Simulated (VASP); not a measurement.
A run of VASP 6.6.1:

POSCAR

```
Co
1.0
   -1.3991784598      1.3991784598      1.3991784598
    1.3991784598     -1.3991784598      1.3991784598
    1.3991784598      1.3991784598     -1.3991784598
Co
1
Direct
    0.0000000000      0.0000000000      0.0000000000
```

The input INCAR.step1:

```
ALGO = Normal
EDIFF = 1E-4
ENCUT = 520
GGA = PE
ISMEAR = -1
ISPIN = 2
LASPH = True
LCHARG = False
LMAXMIX = 4
LREAL = False
LWAVE = True
MAGMOM = 1.7
NBANDS = 14
NELM = 150
PREC = Accurate
SIGMA = 0.05
```

File INCAR.step2:

```
ALGO = Normal
EDIFF = 1E-7
ENCUT = 520
ISIF = 2
ISMEAR = -1
ISPIN = 2
ISTART = 1
LASPH = True
LCHARG = True
LELF = True
LMAXMIX = 4
LMIXTAU = True
LORBIT = 11
LREAL = False
LVHAR = True
LWAVE = False
MAGMOM = 1.7
METAGGA = R2SCAN
NBANDS = 14
NELM = 150
PREC = Accurate
SIGMA = 0.05
```

File KPOINTS:

```
k-points
0
Gamma
  16 16 16
```

Potentials or basis: VASP PAW PBE potentials, release 64 (Co).

Command:

```sh
$ cat potpaw_PBE.64/Co/POTCAR > POTCAR
$ cp INCAR.step1 INCAR
$ mpirun -np 1 vasp_std > vasp.out
$ cp INCAR.step2 INCAR
$ mpirun -np 1 vasp_std > vasp.out
```

Hardware: 1 thread of AMD EPYC 7R43 64-Core Processor (Zen 3) (shared host).

Q: How long does it take, and how much memory?

A: Run time: 3 min on 1 thread of AMD EPYC 7R43 64-Core Processor (Zen 3) (shared host), peak memory 0.11 GiB. Counts: k points 145.
